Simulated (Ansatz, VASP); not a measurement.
# One calculation of Ir, two programs

```
Ir
1.0
     2.83392    0.00000    0.00000
    -1.41696    2.45425    0.00000
     0.00000    0.00000    4.39536
Ir
2
Direct
  0.66667 0.33333 0.75000
  0.33333 0.66667 0.25000
```

Change from the starting cell: strain +0.030 along x and y, -0.015 along z, atoms carried along.

Alike in both runs: task single point; functional PBEsol; k mesh 18 × 18 × 12; occupations gaussian, width 0.15 eV; no spin polarisation.

|  | VASP | Ansatz |
| --- | --- | --- |
| version | VASP 6.6.1 | Ansatz 0.2.0 |
| potentials or method | VASP PAW PBE potentials, release 64 (Ir), cutoff 520 eV | scalar-relativistic, plane waves, PAW |
| valence electrons in the cell | 18 | 34 |

Ansatz gave:

```
gap on the k mesh at the Fermi level (eV)                     : none
pressure (GPa)                                                : -24.0
traceless stress, the component that is largest in VASP (GPa) : 7.50
```

Problem. Which values does VASP return?

Solution. gap on the k mesh at the Fermi level (eV): none; pressure (GPa): -23.4; traceless stress, the component that is largest in VASP (GPa): 7.54.

VASP's potentials were made for PBE, not for PBEsol. A gap of «none» marks a metal or a gap that the smearing closes. With one functional, cell and mesh, what is left measures potentials, basis and numerics. VASP's potentials hold 18 valence electrons a cell and Ansatz's 34, so a difference there can come from the potentials and not from the codes.

Spin-orbit coupling is off throughout.
